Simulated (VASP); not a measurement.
# CoC in VASP: notebook

CoC is run at these levels: PBE; tasks: single point, relaxation of cell and atoms.

Everything below comes from runs of VASP 6.6.1. Logs are shortened: lines on timing, memory, paths and dates and some standing lists are left out, and cuts for length are marked.

**1. The cell of the first run**

The structure is trigonal, space group R-3m (No. 166). The conventional cell has a = 2.818 Å, b = 2.818 Å, c = 6.993 Å, α = 90.00°, β = 90.00°, γ = 120.00°. Co (site symmetry -3m) has 6 C at 2.00 Å within 2.7 Å. Within 2.7 Å of C (site symmetry -3m) lie 6 Co at 2.00 Å.

**2. Single point, PBE**

The input, INCAR:

```
SYSTEM = CoC
ALGO     = Normal         ! electronic algorithm
EDIFF    = 1E-7           ! SCF threshold, eV
ENCUT    = 520            ! plane-wave cutoff, eV
GGA      = PE             ! functional
ISIF     = 2              ! what is computed and relaxed
ISMEAR   = 0              ! smearing method
LASPH    = .True.         ! aspherical terms in the spheres
LCHARG   = .False.        ! write CHGCAR
LREAL    = .False.        ! projectors in reciprocal space
LWAVE    = .False.        ! write WAVECAR
NBANDS   = 14             ! bands
NELM     = 80             ! most SCF steps
PREC     = Accurate       ! precision mode
SIGMA    = 0.1            ! smearing width, eV
```

The input, KPOINTS:

```
k-points
0
Gamma
  12 12 12
  0 0 0
```

The input, POSCAR:

```
CoC
1.0
    1.4087776987      0.8133581836      2.3309340836
   -1.4087776987      0.8133581836      2.3309340836
    0.0000000000     -1.6267163672      2.3309340835
Co C
1 1
Direct
    0.0000000000      0.0000000000      0.0000000000
    0.5000000000      0.5000000000      0.5000000000
```

Potentials or basis: VASP PAW PBE potentials, release 64 (Co, C).

Run with:

```bash
> cat potpaw_PBE.64/Co/POTCAR potpaw_PBE.64/C/POTCAR > POTCAR
> mpirun -np 1 vasp_std > vasp.out
```

OUTCAR:

```text
SYSTEM = CoC
   EDIFF = 1E-7
   ENCUT = 520
   GGA = PE
   ISIF = 2
   ISMEAR = 0
   LASPH = .True.
   LREAL = .False.
   NELM = 80
   PREC = Accurate

 ion  position               nearest neighbor table
   1  0.000  0.000  0.000-   2 2.00   2 2.00   2 2.00   2 2.00   2 2.00   2 2.00
   2  0.500  0.500  0.500-   1 2.00   1 2.00   1 2.00   1 2.00   1 2.00   1 2.00

  LATTYP: Found a trigonal (rhomboedric) cell.
 ALAT       =     2.8424390655
 COS(alpha) =     0.5087160173

  Lattice vectors:

 A1 = (   1.4087776987,   0.8133581836,   2.3309340836)
 A2 = (  -1.4087776987,   0.8133581836,   2.3309340836)
 A3 = (   0.0000000000,  -1.6267163672,   2.3309340835)

Analysis of symmetry for initial positions (statically):
=====================================================================
 Subroutine PRICEL returns:
 Original cell was already a primitive cell.

 Routine SETGRP: Setting up the symmetry group for a
 trigonal (rhombohedral) supercell.

 Subroutine GETGRP returns: Found 12 space group operations
 (whereof 12 operations were pure point group operations)
 out of a pool of 12 trial point group operations.

The static configuration has the point symmetry D_3d.

Analysis of symmetry for dynamics (positions and initial velocities):
=====================================================================
 Subroutine PRICEL returns:
 Original cell was already a primitive cell.

 Routine SETGRP: Setting up the symmetry group for a
 trigonal (rhombohedral) supercell.

 Subroutine GETGRP returns: Found 12 space group operations
 (whereof 12 operations were pure point group operations)
 out of a pool of 12 trial point group operations.

The dynamic configuration has the point symmetry D_3d.

 Subroutine INISYM returns: Found 12 space group operations
 (whereof 12 operations are pure point group operations),
 and found     1 'primitive' translations

----------------------------------------------------------------------------------------

                                     Primitive cell

  volume of cell :      16.0253

  direct lattice vectors                    reciprocal lattice vectors
     1.408777699  0.813358184  2.330934084     0.354917600  0.204911772  0.143004187
    -1.408777699  0.813358184  2.330934084    -0.354917600  0.204911772  0.143004187
     0.000000000 -1.626716367  2.330934083     0.000000000 -0.409823544  0.143004187

  length of vectors
[... 92 lines left out ...]
   PSTRESS=    0.0 pullay stress
   NELECT =      13.0000    total number of electrons
   NUPDOWN=      -1.0000    fix difference up-down
   EMIN   =  10.00;   EMAX   =-10.00  energy-range for DOS
   EFERMI =   0.00;   METHOD = LEGACY
   ISMEAR =     0;   SIGMA  =   0.10  broadening in eV -4-tet -1-fermi 0-gaus
   EFERMI_NEDOS =   21; number of points for ismear=-14 and -15
   IALGO  =     38    algorithm
   IMIX   =      4    mixing-type and parameters
     AMIX     =   0.40;   BMIX     =  1.00
     AMIX_MAG =   1.60;   BMIX_MAG =  1.00
  volume/ion in A,a.u.               =       8.01        54.07
  Fermi-wavevector in a.u.,A,eV,Ry     =   1.526819  2.885269 31.717560  2.331175
  Thomas-Fermi vector in A             =   2.634800
   LORBIT       =      0    0 simple, 1 ext, 2 COOP (PROOUT), +10 PAW based schemes
   GGA     = PE    functional components
   LHFCALC =     F    Hartree Fock is set to
   AEXX    =    0.0000 exact exchange contribution
   IVDW    =     0    specifies the selected vdW correction
   LEPSILON=     F    determine dielectric tensor
   LRPA    =     F    only Hartree local field effects (RPA)
 non-spin polarized calculation
 Gauss-broadening in eV      SIGMA  =   0.10
  energy-cutoff  :      520.00
  volume of cell :       16.03
 maximum number of plane-waves:       446
 NGX is ok and might be reduce to    24
   NGX = 11   NGY = 11   NGZ = 11

 number of electron      12.9999997 magnetization

 Free energy of the ion-electron system (eV)
  ---------------------------------------------------
  ext. energy  EPLUGINS =         0.00000000
  ---------------------------------------------------
  free energy    TOTEN  =       -14.66708326 eV

  energy without entropy =      -14.65366816  energy(sigma->0) =      -14.66037571

 E-fermi :  10.8296     XC(G=0): -13.6610

 val. band max:       10.8289806280   @ k =  -0.4167   0.0833   0.0833
 cond. band min:      10.8297083046   @ k =  -0.2500   0.2500   0.1667
 fundamental gap:      0.0007276766
 Fermi energy:        10.8296341224

 k-point     1 :       0.0000    0.0000    0.0000
  band No.  band energies     occupation
      1      -4.6538      2.00000
      2       8.2953      2.00000
      3       8.3648      2.00000
      4       8.3648      2.00000
      5       8.7910      2.00000
      6       8.7910      2.00000
      7      11.9574      0.00000
      8      12.1212      0.00000
      9      12.1212      0.00000
     10      23.2237      0.00000
     11      27.9995      0.00000
     12      29.8538      0.00000
     13      30.2156      0.00000
     14      30.2156      0.00000
[... 377 lines left out ...]
      1      -0.2342      2.00000
      2       3.1192      2.00000
      3       5.7318      2.00000
      4       6.0542      2.00000
      5       9.5867      2.00000
      6       9.7090      2.00000
      7      10.7555      1.70526
      8      14.0815      0.00000
      9      15.2526      0.00000
     10      21.5240      0.00000
     11      24.4594      0.00000
     12      26.7843      0.00000
     13      27.7465      0.00000
     14      36.2745      0.00000

 [... further k-points ...]

------------------------ aborting loop because EDIFF is reached ----------------------------------------

  FORCE on cell =-STRESS in cart. coord.  units (eV):
  Direction    XX          YY          ZZ          XY          YZ          ZX
  --------------------------------------------------------------------------------------
  -------------------------------------------------------------------------------------
  Total        0.0115425      0.0115425     -0.0332048      0.0000000      0.0000000      0.0000000
  in kB        1.1539926      1.1539926     -3.3197492      0.0000000      0.0000000      0.0000000
  external PRESSURE =      -0.3372547 kB  Pullay stress =       0.0000000 kB

 VOLUME and BASIS-vectors are now :
 -----------------------------------------------------------------------------
  energy-cutoff  :      520.00
  volume of cell :       16.03
      direct lattice vectors                 reciprocal lattice vectors
     1.408777699  0.813358184  2.330934084     0.354917600  0.204911772  0.143004187
    -1.408777699  0.813358184  2.330934084    -0.354917600  0.204911772  0.143004187
     0.000000000 -1.626716367  2.330934083     0.000000000 -0.409823544  0.143004187

 POSITION                                       TOTAL-FORCE (eV/Angst)
 -----------------------------------------------------------------------------------
      0.00000      0.00000      0.00000        -0.000000     -0.000000      0.000000
      0.00000      0.00000      3.49640         0.000000      0.000000     -0.000000
 -----------------------------------------------------------------------------------
    total drift:                               -0.000000     -0.000000     -0.000000

  FREE ENERGIE OF THE ION-ELECTRON SYSTEM (eV)
  ---------------------------------------------------
  free  energy   TOTEN  =       -14.6670832644 eV

  energy  without entropy=      -14.6536681648  energy(sigma->0) =      -14.66037571
```

OSZICAR:

```text
N       E                     dE             d eps       ncg     rms          rms(c)
DAV:   1     0.471805927105E+02    0.47181E+02   -0.57169E+03  5482   0.107E+03
DAV:   2    -0.157753964148E+02   -0.62956E+02   -0.56350E+02  6024   0.207E+02
DAV:   3    -0.185910633620E+02   -0.28157E+01   -0.27452E+01  6006   0.468E+01
DAV:   4    -0.186252441570E+02   -0.34181E-01   -0.34151E-01  6230   0.505E+00
DAV:   5    -0.186262045362E+02   -0.96038E-03   -0.96034E-03  6336   0.836E-01    0.224E+01
DAV:   6    -0.239893660159E+02   -0.53632E+01   -0.11104E+02  5516   0.134E+02    0.271E+01
DAV:   7    -0.146729153049E+02    0.93165E+01   -0.42828E+01  5952   0.916E+01    0.322E+00
DAV:   8    -0.146729983474E+02   -0.83043E-04   -0.39297E-01  5778   0.537E+00    0.166E+00
DAV:   9    -0.146670069153E+02    0.59914E-02   -0.16913E-02  7508   0.161E+00    0.212E-01
DAV:  10    -0.146671661606E+02   -0.15925E-03   -0.10106E-03  6048   0.453E-01    0.110E-01
DAV:  11    -0.146670931385E+02    0.73022E-04   -0.46555E-04  7670   0.245E-01    0.627E-02
DAV:  12    -0.146670841700E+02    0.89684E-05   -0.15066E-05  6902   0.345E-02    0.604E-03
DAV:  13    -0.146670833179E+02    0.85211E-06   -0.25837E-06  6510   0.215E-02    0.309E-03
DAV:  14    -0.146670832644E+02    0.53583E-07   -0.79958E-08  3464   0.379E-03
   1 F= -.14667083E+02 E0= -.14660376E+02  d E =-.134151E-01
```

stdout:

```text
POSCAR found type information on POSCAR CoC
 POSCAR found :  2 types and       2 ions
 scaLAPACK will be used
 LDA part: xc-table for (Slater+PW92), standard interpolation
 POSCAR, INCAR and KPOINTS ok, starting setup
 FFT: planning ... GRIDC
 FFT: planning ... GRID_SOFT
 FFT: planning ... GRID
 WAVECAR not read
 entering main loop
```

It took 19 s on 1 thread of Intel Xeon 6975P-C (Granite Rapids), shared host; peak memory 0.17 GiB.

What came out:

```
Free energy : -14.6671 eV
Pressure    : 0.0 GPa
```

Spin polarisation is off, so any magnetic state and its effect on volume and gap are missing.

**3. Single point, PBE**

The input, INCAR:

```
PREC = Accurate ; ENCUT = 520
EDIFF = 1E-7 ; ISMEAR = 0
SIGMA = 0.1 ; LREAL = F
LASPH = T ; NELM = 80
ALGO = Normal ; ISIF = 2
LWAVE = F ; LCHARG = F
GGA = PE ; NBANDS = 14
```

The input, KPOINTS:

```
regular mesh
0
Gamma
  24 24 24
```

The input, POSCAR:

```
CoC
1.0
    0.0000000000      2.0012239817      2.0012239817
    2.0012239817      0.0000000000      2.0012239817
    2.0012239817      2.0012239817      0.0000000000
Co C
1 1
Direct
    0.0000000000      0.0000000000      0.0000000000
    0.5000000000      0.5000000000      0.5000000000
```

Potentials or basis: VASP PAW PBE potentials, release 64 (Co, C).

Run with:

```bash
> cat potpaw_PBE.64/Co/POTCAR potpaw_PBE.64/C/POTCAR > POTCAR
> mpirun -np 1 vasp_std > vasp.out
```

Run time: 41 s. Hardware: 1 thread of Intel Xeon 6975P-C (Granite Rapids), shared host; peak memory 0.22 GiB.

It converged, with:

| Quantity | Value |
| --- | --- |
| Free energy | -14.6690 eV |
| Pressure | 0.0 GPa |

Levels at points of the mesh, in eV from the Fermi level:
| k point | band 3 | band 4 | band 5 | band 6 | band 7 | band 8 | band 9 | band 10 |
| --- | --- | --- | --- | --- | --- | --- | --- | --- |
| (0.00, 0.00, 0.00) | -2.50 | -2.50 | -2.05 | -2.05 | 1.21 | 1.21 | 1.21 | 12.37 |
| (0.50, 0.00, 0.00) | -4.94 | -4.94 | -1.20 | -1.20 | 0.00 | 5.16 | 5.16 | 9.24 |
| (0.50, 0.50, 0.00) | -3.96 | -1.58 | -1.58 | -1.46 | -0.85 | -0.85 | 1.42 | 9.25 |

**4. Relaxation of cell and atoms, PBE**

The input, INCAR:

```
PREC     = Accurate       # precision mode
ENCUT    = 600            # plane-wave cutoff, eV
EDIFF    = 1E-7           # SCF threshold, eV
ISMEAR   = 0              # smearing method
SIGMA    = 0.1            # smearing width, eV
LREAL    = F              # projectors in reciprocal space
LASPH    = T              # aspherical terms in the spheres
NELM     = 60             # most SCF steps
ALGO     = Normal         # electronic algorithm
ISIF     = 3              # what is computed and relaxed
LWAVE    = F              # write WAVECAR
LCHARG   = F              # write CHGCAR
GGA      = PE             # functional
IBRION   = 2              # ionic algorithm
NSW      = 100            # ionic steps
EDIFFG   = -0.01          # ionic threshold
```

KPOINTS is that of step 3.

The input, POSCAR:

```
CoC
1.0
    0.0000000000      2.0011295722      2.0011295722
    2.0011295722      0.0000000000      2.0011295722
    2.0011295722      2.0011295722      0.0000000000
Co C
1 1
Direct
    0.0000000000      0.0000000000      0.0000000000
    0.5000000000      0.5000000000      0.5000000000
```

Potentials or basis: VASP PAW PBE potentials, release 64 (Co, C).

Run with:

```bash
> cat potpaw_PBE.64/Co/POTCAR potpaw_PBE.64/C/POTCAR > POTCAR
> mpirun -np 1 vasp_std > vasp.out
```

OUTCAR:

```text
PREC = Accurate
   ENCUT = 600
   EDIFF = 1E-7
   ISMEAR = 0
   LREAL = F
   LASPH = T
   NELM = 60
   ISIF = 3
   GGA = PE
   IBRION = 2
   NSW = 100
   EDIFFG = -0.01

 ion  position               nearest neighbor table
   1  0.000  0.000  0.000-   2 2.00   2 2.00   2 2.00   2 2.00   2 2.00   2 2.00
   2  0.500  0.500  0.500-   1 2.00   1 2.00   1 2.00   1 2.00   1 2.00   1 2.00

  LATTYP: Found a face centered cubic cell.
 ALAT       =     4.0022591444

  Lattice vectors:

 A1 = (   0.0000000000,   2.0011295722,   2.0011295722)
 A2 = (   2.0011295722,   0.0000000000,   2.0011295722)
 A3 = (   2.0011295722,   2.0011295722,   0.0000000000)

Analysis of symmetry for initial positions (statically):
=====================================================================
 Subroutine PRICEL returns:
 Original cell was already a primitive cell.

 Routine SETGRP: Setting up the symmetry group for a
 face centered cubic supercell.

 Subroutine GETGRP returns: Found 48 space group operations
 (whereof 48 operations were pure point group operations)
 out of a pool of 48 trial point group operations.

The static configuration has the point symmetry O_h .

[... 173 lines left out ...]
      4       8.3469      2.00000
      5       8.7932      2.00000
      6       8.7933      2.00000
      7      12.0599      0.00000
      8      12.0599      0.00000
      9      12.0599      0.00000
     10      23.2209      0.00000
[... 287 lines left out ...]
 k-point    24 :       0.4583    0.0417    0.0000
  band No.  band energies     occupation
      1      -0.6261      2.00000
      2       2.8704      2.00000
      3       5.9236      2.00000
      4       5.9960      2.00000
      5       9.5754      2.00000
      6       9.6360      2.00000
      7      10.8414      1.04103
      8      15.7035      0.00000
      9      15.8950      0.00000
     10      20.3788      0.00000

 [... further k-points ...]

------------------------ aborting loop because EDIFF is reached ----------------------------------------

  FORCE on cell =-STRESS in cart. coord.  units (eV):
  Direction    XX          YY          ZZ          XY          YZ          ZX
  --------------------------------------------------------------------------------------
  -------------------------------------------------------------------------------------
  Total       -0.0153216     -0.0153216     -0.0153216      0.0000000      0.0000000     -0.0000000
  in kB       -1.5316502     -1.5316502     -1.5316502      0.0000000      0.0000000     -0.0000000
  external PRESSURE =      -1.5316502 kB  Pullay stress =       0.0000000 kB

 VOLUME and BASIS-vectors are now :
 -----------------------------------------------------------------------------
  energy-cutoff  :      600.00
  volume of cell :       16.03
      direct lattice vectors                 reciprocal lattice vectors
     0.000000000  2.001129572  2.001129572    -0.249858883  0.249858883  0.249858883
     2.001129572  0.000000000  2.001129572     0.249858883 -0.249858883  0.249858883
     2.001129572  2.001129572  0.000000000     0.249858883  0.249858883 -0.249858883

 POSITION                                       TOTAL-FORCE (eV/Angst)
 -----------------------------------------------------------------------------------
      0.00000      0.00000      0.00000        -0.000000      0.000000      0.000000
      2.00113      2.00113      2.00113         0.000000      0.000000     -0.000000
 -----------------------------------------------------------------------------------
    total drift:                                0.000000     -0.000000     -0.000000

  FREE ENERGIE OF THE ION-ELECTRON SYSTEM (eV)
  ---------------------------------------------------
  free  energy   TOTEN  =       -14.6692798181 eV

  energy  without entropy=      -14.6579274270  energy(sigma->0) =      -14.66360362

 reached required accuracy - stopping structural energy minimisation
```

OSZICAR:

```text
N       E                     dE             d eps       ncg     rms          rms(c)
DAV:   1     0.544240623240E+02    0.54424E+02   -0.67554E+03  8332   0.167E+03
DAV:   2    -0.145972181779E+02   -0.69021E+02   -0.64735E+02  8522   0.255E+02
DAV:   3    -0.185289145037E+02   -0.39317E+01   -0.37485E+01  9076   0.682E+01
DAV:   4    -0.186206760596E+02   -0.91762E-01   -0.91330E-01  9516   0.109E+01
DAV:   5    -0.186229560734E+02   -0.22800E-02   -0.22796E-02  9396   0.179E+00    0.224E+01
DAV:   6    -0.238706189588E+02   -0.52477E+01   -0.13250E+02  9458   0.188E+02    0.269E+01
DAV:   7    -0.146325270076E+02    0.92381E+01   -0.49830E+01 10628   0.129E+02    0.321E+00
DAV:   8    -0.146758784770E+02   -0.43351E-01   -0.89479E-01  8714   0.102E+01    0.184E+00
DAV:   9    -0.146691930143E+02    0.66855E-02   -0.36985E-02 10538   0.306E+00    0.265E-01
DAV:  10    -0.146693910433E+02   -0.19803E-03   -0.22121E-03  9820   0.883E-01    0.121E-01
DAV:  11    -0.146692907129E+02    0.10033E-03   -0.10867E-03 12372   0.481E-01    0.774E-02
DAV:  12    -0.146692828880E+02    0.78249E-05   -0.37938E-05  9650   0.847E-02    0.119E-02
DAV:  13    -0.146692797163E+02    0.31718E-05   -0.13218E-05 10258   0.297E-02    0.730E-03
DAV:  14    -0.146692798723E+02   -0.15605E-06   -0.30607E-07  8192   0.809E-03    0.208E-03
DAV:  15    -0.146692798181E+02    0.54251E-07   -0.33747E-08  4606   0.218E-03
   1 F= -.14669280E+02 E0= -.14663604E+02  d E =-.146693E+02
```

CONTCAR:

```text
CoC
   1.00000000000000
     0.0000000000000000    2.0011295722000000    2.0011295722000000
     2.0011295722000000    0.0000000000000000    2.0011295722000000
     2.0011295722000000    2.0011295722000000    0.0000000000000000
  Co              C
     1     1
Direct
     0.0000000000000000    0.0000000000000000    0.0000000000000000
     0.5000000000000000    0.5000000000000000    0.5000000000000000

  0.00000000E+00  0.00000000E+00  0.00000000E+00
  0.00000000E+00  0.00000000E+00  0.00000000E+00
```

It took 35 s on 1 thread of Intel Xeon 6975P-C (Granite Rapids), shared host; peak memory 0.22 GiB.

What came out:

| Item | Value |
| --- | --- |
| Free energy | -14.6693 eV |
| Pressure after relaxing | -0.2 GPa |

Final structure:
```
Co C
1.0
     0.00000    2.00113    2.00113
     2.00113    0.00000    2.00113
     2.00113    2.00113    0.00000
Co C
1 1
Direct
  0.00000 0.00000 0.00000
  0.50000 0.50000 0.50000
```

Caveat: the relaxation stopped at its first step, so nothing moved.

**5. Overview**

```tsv
task	cell	k mesh	cutoff (eV)	gap on the mesh (eV)	pressure (GPa)
single point	a = 2.842 Å, angles 59.4°, 2 atoms	12 × 12 × 12	520	none	0.0
single point	a = 2.830 Å, angles 60.0°, 2 atoms	24 × 24 × 24	520	none	0.0
relaxation of cell and atoms	relaxed from a = 2.830 Å, angles 60.0°, 2 atoms	24 × 24 × 24	600	none	-0.2
```

Alike in all rows: level PBE; potentials or basis VASP PAW PBE potentials, release 64 (Co, C); no spin polarisation; smearing gaussian 0.1 eV.

Caveats: the relaxation stopped at its first step, so nothing moved (some runs).

Absolute energies hang on the potentials; compare differences alone.
